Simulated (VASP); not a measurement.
Ge, 1 atom in the cell. Symmetry: I4/mmm, No. 139, tetragonal system. The conventional cell has a = 3.217 Å, b = 3.217 Å, c = 3.746 Å, α = 90.00°, β = 90.00°, γ = 90.00°. Ge (site symmetry 4/mmm) has 14 Ge at 2.95 to 3.75 Å within 3.9 Å. 

```yaml
Program: VASP 6.6.1
Task: single point
Functional: HSE06
Potentials_or_basis: VASP PAW PBE potentials, release 64 (Ge_d)
Cutoff: 520 eV
k_mesh: 5 × 5 × 5
Occupations: fermi-dirac, width 0.05 eV
Spin: non-collinear spin, zero start, spin-orbit coupling
Starting_moments: "[[0.0, 0.0, 0.0]] μB"
Dipole_correction: no
Grid_for_exact_exchange_PRECFOCK: Normal
Further_INCAR_settings: ALGO = Normal; EDIFF = 1e-06; NBANDS = 25
Share_of_exact_exchange: 0.25
Screening_parameter: 0.2079 1/Å
```

Potentials or basis: VASP PAW PBE potentials, release 64 (Ge_d).

Run with:

```sh
$ cat potpaw_PBE.64/Ge_d/POTCAR > POTCAR
$ cp INCAR.step1 INCAR
$ mpirun -np 1 vasp_ncl > vasp.out
$ cp INCAR.step2 INCAR
$ mpirun -np 1 vasp_ncl > vasp.out
```

Hardware: 1 thread of Oxide Virtual Turin-like Processor, on a shared host.

Problem. Estimate the wall time of this run.

Solution. Run time: 73 min on 1 thread of Oxide Virtual Turin-like Processor (shared host), peak memory 0.28 GiB. Counts: k points 18.
